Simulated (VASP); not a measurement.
The system is SnTe.

```
CELL_PARAMETERS angstrom
0.00000 3.15085 3.15085
3.15085 0.00000 3.15085
3.15085 3.15085 0.00000
ATOMIC_POSITIONS crystal
Sn 0.00000 0.00000 0.00000
Te 0.50000 0.50000 0.50000
```

- Program: VASP 6.6.1
- Task: relaxation of cell and atoms
- Functional: LDA
- Potentials or basis: VASP PAW LDA potentials, release 64 (Sn_d, Te)
- Cutoff: 500 eV
- k mesh: 6 × 6 × 6
- Occupations: gaussian, width 0.01 eV
- Spin: no spin polarisation

At the start: pressure -1.5 GPa; volume 31.28 Å³/atom.

Task: Where does the relaxation end?

Result: Over 3 steps the energy falls by 4.6 meV/atom and the volume is 30.33 Å³/atom (-3.0 %); space group Fm-3m (No. 225, to 0.05 Å).

Step by step:
| step | energy change (eV) | largest force (eV/Å) | pressure (GPa) | volume (Å³) |
| --- | --- | --- | --- | --- |
| 1 | 0.0000 | 0.0000 | -1.52 | 62.56 |
| 2 | -0.0077 | 0.0000 | 0.68 | 59.91 |
| 3 | -0.0092 | 0.0000 | 0.00 | 60.66 |

Final structure:
```
CELL_PARAMETERS angstrom
0.00000 3.11865 3.11865
3.11865 0.00000 3.11865
3.11865 3.11865 0.00000
ATOMIC_POSITIONS crystal
Sn 0.00000 0.00000 0.00000
Te 0.50000 0.50000 0.50000
```
